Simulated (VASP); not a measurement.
Crystal: ZnRe.

```xyz
2
Lattice="2.7482 0.0000 0.0000 -1.3741 2.3800 0.0000 0.0000 0.0000 4.4941" Properties=species:S:1:pos:R:3 pbc="T T T"
Zn    0.0000    0.0000    0.0000
Re    0.0000    1.5867    2.2470
```

Base run:

* Program: VASP 6.6.1
* Functional: PBEsol
* Potentials or basis: VASP PAW PBE potentials, release 64 (Zn, Re)
* Cutoff: 520 eV
* k mesh: 14 × 14 × 8
* Occupations: fermi-dirac, width 0.1 eV
* Spin: no spin polarisation

Its results: pressure -9.0 GPa.

Task: The run is repeated on the same cell with these changes: potentials or basis from VASP PAW PBE potentials, release 64 (Zn, Re) to VASP PAW PBE potentials, release 64 (Zn, Re_sv_GW); cutoff from 520 eV to 500 eV; further incar settings from ALGO = Normal; EDIFF = 1e-06; NBANDS = 16 to ALGO = Normal; EDIFF = 1e-06; NBANDS = 20; valence electrons from 19 to 27. What comes out?

Result: Pressure -10.0 GPa.

Caveats: the PAW data sets were made with another functional, which shifts forces and pressure a little.
